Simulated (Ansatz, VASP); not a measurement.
# Two plane-wave programs on Ga3Se

File INCAR:

```
PREC = Accurate ; ENCUT = 520
EDIFF = 1E-6 ; ISMEAR = -1
SIGMA = 0.05 ; LREAL = False
LASPH = True ; NELM = 60
ALGO = Normal ; ISIF = 2
LWAVE = False ; LCHARG = False
GGA = PE ; NBANDS = 30
```

The input KPOINTS:

```
regular mesh
0
Gamma
  4 4 4
```

POSCAR

```
Ga3Se
1.0
    4.4324650000      0.0000000000      0.0000000000
    0.0000000000      4.4324650000      0.0000000000
    0.0000000000      0.0000000000      4.4324650000
Se Ga
1 3
Direct
    0.0000000000      0.0000000000      0.0000000000
    0.5000000000      0.5000000000      0.0000000000
    0.5000000000      0.0000000000      0.5000000000
    0.0000000000      0.5000000000      0.5000000000
```

The input input.yaml:

```yaml
crystal:
  lattice:
    - [4.432465, 0.0, 0.0]
    - [0.0, 4.432465, 0.0]
    - [0.0, 0.0, 4.432465]
  atoms:
    - { symbol: Se, position: [0.0, 0.0, 0.0] }
    - { symbol: Ga, position: [0.5, 0.5, 0.0] }
    - { symbol: Ga, position: [0.5, 0.0, 0.5] }
    - { symbol: Ga, position: [0.0, 0.5, 0.5] }
hamiltonian:
  xc: pbe
  pseudopotentials: { kind: paw }
kpoints:
  mp_grid: { grid: [4, 4, 4] }
scf:
  occupations: { method: fermi_dirac, width: 0.05 }
output:
  forces: true
  stress: true
  eigenvalues: true
  write_density: true
  write_potential: true
  elf: true
  volumetric_format: npy
```

Alike in both runs: task single point; functional PBE; k mesh 4 × 4 × 4; occupations fermi-dirac, width 0.05 eV; no spin polarisation.

|  | VASP | Ansatz |
| --- | --- | --- |
| version | VASP 6.6.1 | Ansatz 0.2.0 |
| potentials or method | VASP PAW PBE potentials, release 64 (Se, Ga_d) | Ansatz PAW |
| plane-wave cutoff (eV) | 520 | 420 |
| valence electrons in the cell | 45 | 55 |

Ansatz gave:

* gap on the k mesh at the Fermi level (eV): none
* pressure (GPa): -0.2

Problem. What did VASP give for the same quantities?

Solution. gap on the k mesh at the Fermi level (eV): none; pressure (GPa): 0.0.

A gap of «none» marks a metal or a gap that the smearing closes. VASP's potentials hold 45 valence electrons a cell and Ansatz's 55, so a difference there can come from the potentials and not from the codes.
